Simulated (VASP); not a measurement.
Here is a VASP 6.6.1 calculation.

Contents of INCAR:

```
SYSTEM = MgO
  PREC = Accurate
  ENCUT = 520
  EDIFF = 1E-7
  ISMEAR = -1
  SIGMA = 0.02
  LREAL = .FALSE.
  LASPH = .TRUE.
  NELM = 60
  ALGO = Normal
  ISIF = 2
  LWAVE = .FALSE.
  LCHARG = .FALSE.
  GGA = PE
  NBANDS = 11
```

Contents of KPOINTS:

```
Automatic mesh
0
G
  10 10 10
  0 0 0
```

File POSCAR:

```
MgO
1.0
    0.0000000000      2.1021674155      2.1862541121
    2.1021674155      0.0000000000      2.1862541121
    2.1021674155      2.1021674155      0.0000000000
Mg O
1 1
Direct
    0.0000000000      0.0000000000      0.0000000000
    0.5000000000      0.5000000000      0.5000000000
```

Potentials or basis: VASP PAW PBE potentials, release 64 (Mg, O).

Run with:

```sh
$ cat potpaw_PBE.64/Mg/POTCAR potpaw_PBE.64/O/POTCAR > POTCAR
$ mpirun -np 1 vasp_std > vasp.out
```

(1) What does it give for the pressure?

(2) Predict the band gap on the k mesh.

Answers

(1) -0.9 GPa.

(2) 4.34 eV.

Caveat: the cell differs from its parent crystal (uniaxial z strain +4.0%).
